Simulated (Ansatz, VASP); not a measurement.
**RuS2: VASP beside Ansatz**

```xyz
3
Lattice="-3.2114 0.0000 0.0000 1.6057 0.0000 11.4249 1.6057 2.8021 0.0000" Properties=species:S:1:pos:R:3 pbc="T T T"
Ru    0.0000    0.0000    0.0000
S     1.6057    1.8718    9.8626
S     0.0000    1.8718    1.5622
```

Alike in both runs: task single point; functional PBE; k mesh 10 × 10 × 10; no spin polarisation.

|  | VASP | Ansatz |
| --- | --- | --- |
| version | VASP 6.6.1 | Ansatz 0.2.0 |
| potentials or method | VASP PAW PBE potentials, release 64 (Ru_pv, S), cutoff 520 eV | PAW plane waves |
| occupations | fermi-dirac, width 0.1 eV | fermi-dirac |
| valence electrons in the cell | 26 | 28 |

Ansatz gave:

| Item | Value |
| --- | --- |
| rms of the force components (eV/Å) | 0.567 |

Q: What did VASP give for the same quantities?

A: rms of the force components (eV/Å): 0.576.

Atom by atom the forces differ by 0.009 eV/Å (rms over components). VASP's potentials hold 26 valence electrons a cell and Ansatz's 28, so a difference there can come from the potentials and not from the codes. Ansatz's warnings: xc potential rough in thin density.
